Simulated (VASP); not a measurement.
Wanted: the native input for a VASP 6.6.1 run.

* Task: relaxation of the atoms
* Functional: PBE
* Potentials or basis: VASP PAW PBE potentials, release 64 (Sn_d, S)
* Cutoff: 450 eV
* k mesh: 14 × 14 × 8
* Occupations: fermi-dirac, width 0.02 eV
* Spin: no spin polarisation
* Dipole correction: no
* Further INCAR settings: ALGO = Normal; EDIFF = 1e-07; IBRION = 2; EDIFFG = -0.02; NSW = 80

The structure of SnS2 lies in POSCAR:

```
SnS2
1.0
    3.5562778112      0.0000000000      0.0000000000
   -1.7781389056      3.0798269274      0.0000000000
    0.0000000000      0.0000000000      5.3862071703
Sn S
1 2
Direct
    0.0000000000      0.0000000000      0.0000000000
    0.6666666667      0.3333333333      0.7286993890
    0.3333333333      0.6666666667      0.2713006110
```

One way to write it, as run:

INCAR

```
PREC     = Accurate       # precision mode
ENCUT    = 450            # plane-wave cutoff, eV
EDIFF    = 1E-7           # SCF threshold, eV
ISMEAR   = -1             # smearing method
SIGMA    = 0.02           # smearing width, eV
LREAL    = False          # projectors in reciprocal space
LASPH    = True           # aspherical terms in the spheres
NELM     = 120            # most SCF steps
ALGO     = Normal         # electronic algorithm
ISIF     = 2              # what is computed and relaxed
LWAVE    = False          # write WAVECAR
LCHARG   = False          # write CHGCAR
GGA      = PE             # functional
IBRION   = 2              # ionic algorithm
NSW      = 80             # ionic steps
EDIFFG   = -0.02          # ionic threshold
GGA_COMPAT= False        
NELMIN   = 4
```

KPOINTS

```
regular mesh
0
Gamma
  14 14 8
```

Potentials or basis: VASP PAW PBE potentials, release 64 (Sn_d, S).

Command:

```console
$ cat potpaw_PBE.64/Sn_d/POTCAR potpaw_PBE.64/S/POTCAR > POTCAR
$ mpirun -np 1 vasp_std > vasp.out
```

Results of the run:

```
Energy gained by relaxing    : 3.6 meV/atom
Ionic steps                  : 3
Pressure after relaxing      : 10.7 GPa
Largest force after relaxing : 0.003 eV/Å
Band gap on the k mesh       : 0.93 eV (least direct gap 1.89 eV)
```

Caveat: spin-orbit coupling is left out, which moves the levels of the heavy elements.

Wall time 5.4 min on 1 thread of Oxide Virtual Turin-like Processor, with other jobs on the host, peak memory 0.24 GiB.
